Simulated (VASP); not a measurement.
A run of VASP 6.6.1 is set up as follows.

File INCAR:

```
PREC = Accurate
ENCUT = 600
EDIFF = 1E-6
ISMEAR = -1
SIGMA = 0.02
LREAL = False
LASPH = True
NELM = 120
ALGO = Normal
ISIF = 2
LWAVE = False
LCHARG = False
GGA = PE
NBANDS = 11
GGA_COMPAT = False
```

File KPOINTS:

```
Automatic mesh
0
Gamma
  12 12 12
```

Contents of POSCAR:

```
MgSe
1.0
    0.0000000000      2.6886644034      2.6886644034
    2.6886644034      0.0000000000      2.6886644034
    2.6886644034      2.6886644034      0.0000000000
Mg Se
1 1
Direct
    0.0000000000      0.0000000000      0.0000000000
    0.5000000000      0.5000000000      0.5000000000
```

Potentials or basis: VASP PAW PBE potentials, release 64 (Mg, Se).

Run with:

```sh
$ cat potpaw_PBE.64/Mg/POTCAR potpaw_PBE.64/Se/POTCAR > POTCAR
$ mpirun -np 1 vasp_std > vasp.out
```

(1) Predict the band gap on the k mesh.

(2) Predict the pressure.

Answers

(1) 1.87 eV, indirect (least direct gap 2.88 eV).

(2) 5.0 GPa.
